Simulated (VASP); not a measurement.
The system is MgS.

```
Mg S
1.0
     4.29554    0.00000    0.00000
    -2.14777    3.72005    0.00000
     0.00000    0.00000    5.28509
Mg S
2 2
Direct
  0.33333 0.66667 0.25000
  0.66667 0.33333 0.75000
  0.66667 0.33333 0.25000
  0.33333 0.66667 0.75000
```

Program: VASP 6.6.1. Alike in all runs: task single point; no spin polarisation; cell as given; k mesh 12 × 12 × 6; cutoff (eV) 520.

Task: Order these runs on this cell by their band gap on the k mesh, lowest first.
A. level r2SCAN; potentials or basis VASP PAW PBE potentials, release 64 (Mg, S); smearing gaussian 0.01 eV
B. level LDA; potentials or basis VASP PAW LDA potentials, release 64 (Mg, S); smearing gaussian 0.01 eV
C. level PBE; potentials or basis VASP PAW PBE potentials, release 64 (Mg, S); smearing fermi-dirac 0.02 eV

Result: B (2.73 eV), C (3.00 eV), A (3.63 eV).

A k mesh can miss the band edges.
